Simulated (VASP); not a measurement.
Wanted: the native input for a VASP 6.6.1 run.

```
Task                   : single point
Functional             : PBE
Potentials or basis    : VASP PAW PBE potentials, release 64 (Cd, O)
Cutoff                 : 520 eV
k mesh                 : 12 × 12 × 4
Occupations            : gaussian, width 0.1 eV
Spin                   : no spin polarisation
Dipole correction      : no
Further INCAR settings : ALGO = Normal; EDIFF = 1e-06; NBANDS = 30
```

The structure of CdO5 lies in POSCAR:

```
CdO5
1.0
    3.7691889666      0.0000000000      0.0000000000
   -1.8845944833      3.2642133967      0.0000000000
    0.0000000000      0.0000000000      7.8362298570
Cd O
1 5
Direct
    0.0000000000      0.0000000000      0.0000000000
    0.0000000000      0.0000000000      0.5774822273
    0.0000000000      0.0000000000      0.4225177727
    0.6666666667      0.3333333333      0.5773788892
    0.6666666667      0.3333333333      0.4226211108
    0.3333333333      0.6666666667      0.0000000000
```

One way to write it, as run:

INCAR

```
SYSTEM = CdO5
  ALGO = Normal
  EDIFF = 1E-6
  ENCUT = 520
  GGA = PE
  ISIF = 2
  ISMEAR = 0
  LASPH = .TRUE.
  LCHARG = .FALSE.
  LREAL = .FALSE.
  LWAVE = .FALSE.
  NBANDS = 30
  NELM = 100
  PREC = Accurate
  SIGMA = 0.1
```

KPOINTS

```
k-points
0
G
  12 12 4
  0 0 0
```

Potentials or basis: VASP PAW PBE potentials, release 64 (Cd, O).

Run with:

```bash
$ cat potpaw_PBE.64/Cd/POTCAR potpaw_PBE.64/O/POTCAR > POTCAR
$ mpirun -np 1 vasp_std > vasp.out
```

Results of the run:

```yaml
Pressure: 2.5 GPa
Largest_force: 1.261 eV/Å
Band_gap_on_the_k_mesh: zero (bands 21 and 22 overlap by 0.25 eV)
```

Caveat: the standard files for N, O and F lose accuracy on very short bonds; semilocal functionals underestimate gaps, and a narrow one can read as zero; forces of over 1 eV/Å act on the atoms, so gaps and moduli don't describe the material at rest.

Run time: 7.3 min on 1 thread of AMD EPYC 7571, with other jobs on the host, peak memory 0.25 GiB.
